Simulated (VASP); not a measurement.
Wanted: the native input for a VASP 6.6.1 run.

```yaml
Task: single point
Functional: PBEsol
Potentials_or_basis: VASP PAW PBE potentials, release 64 (Ga_d, N)
Cutoff: 520 eV
k_mesh: 8 × 5 × 1
Occupations: gaussian, width 0.05 eV
Spin: no spin polarisation
Dipole_correction: yes
Further_INCAR_settings: ALGO = Normal; EDIFF = 1e-07; NBANDS = 66
```

The structure of GaN lies in POSCAR:

```
GaN
1.0
    3.1825784901      0.0000000000      0.0000000000
    0.0000000000      5.1854260745      0.0000000000
    0.0000000000      0.0000000000     23.4311189179
Ga N
6 6
Direct
    0.0000000000      0.0008058933      0.3627654330
    0.5000000000      0.5008058933      0.4019753093
    0.5000000000      0.0008058933      0.4803950619
    0.0000000000      0.4984750077      0.5171938231
    0.0000000000      0.0041526083      0.6011908872
    0.5000000000      0.4697273490      0.6246857232
    0.0000000000      0.6241941067      0.3627654330
    0.5000000000      0.1241941067      0.4019753093
    0.5000000000      0.6241941067      0.4803950619
    0.0000000000      0.1231761886      0.5182986889
    0.0000000000      0.6291486195      0.5985651566
    0.5000000000      0.1235442743      0.6352733778
```

The input as run:

INCAR

```
SYSTEM = GaN
ALGO = Normal
DIPOL = 0.5 0.5 0.499
EDIFF = 1E-7
ENCUT = 520
GGA = PS
IDIPOL = 3
ISIF = 2
ISMEAR = 0
LASPH = .True.
LCHARG = .False.
LDIPOL = .True.
LREAL = .False.
LWAVE = .False.
NBANDS = 66
NELM = 100
PREC = Accurate
SIGMA = 0.05
```

KPOINTS

```
k-points
0
Gamma
  8 5 1
  0 0 0
```

Potentials or basis: VASP PAW PBE potentials, release 64 (Ga_d, N).

The run is started by

```bash
$ cat potpaw_PBE.64/Ga_d/POTCAR potpaw_PBE.64/N/POTCAR > POTCAR
$ mpirun -np 1 vasp_std > vasp.out
```

It gave:

The largest force is 2.600 eV/Å. The band gap on the k mesh is 0.74 eV.

Caveat: the PAW data sets were made with another functional, which shifts forces and pressure a little.

Run time: 8.7 min on 1 thread of Intel(R) Xeon(R) 6975P-C (Granite Rapids), with other jobs on the host, peak memory 0.55 GiB.
